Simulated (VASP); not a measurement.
Here is a VASP 6.6.1 calculation.

The input INCAR:

```
SYSTEM = Cr
ALGO = Fast
EDIFF = 1E-6
ENCUT = 520
GGA = PS
ISIF = 2
ISMEAR = 0
LASPH = .True.
LCHARG = .True.
LELF = .True.
LREAL = .False.
LVHAR = .True.
LWAVE = .False.
NBANDS = 12
NELM = 80
PREC = Accurate
SIGMA = 0.15
```

KPOINTS

```
k-points
0
Gamma
  24 24 24
  0 0 0
```

File POSCAR:

```
Cr
1.0
   -1.2977550000      1.4419500000      1.4419500000
    1.2977550000     -1.4419500000      1.4419500000
    1.2977550000      1.4419500000     -1.4419500000
Cr
1
Direct
    0.0000000000      0.0000000000      0.0000000000
```

Potentials or basis: VASP PAW PBE potentials, release 64 (Cr_pv).

Run with:

```sh
$ cat potpaw_PBE.64/Cr_pv/POTCAR > POTCAR
$ mpirun -np 1 vasp_std > vasp.out
```

Q: Estimate the pressure.

A: 11.3 GPa.

Q: Estimate the band gap on the k mesh.

A: Zero (band 6 reaches 14.50 eV, above the bottom of band 7 at 10.89 eV).

Stress tensor (GPa, compression positive):
```
38.71  0.00  0.00
 0.00 -2.37  0.00
 0.00  0.00 -2.37
```

Caveat: the cell differs from its parent crystal (strain -0.1000 x Voigt [1, 0, 0, 0, 0, 0]); the PAW data sets were made with another functional, which shifts forces and pressure a little; the run has no spin polarisation, though such a crystal can be magnetic. Spin polarisation is off, so any magnetic state and its effect on volume and gap are missing.
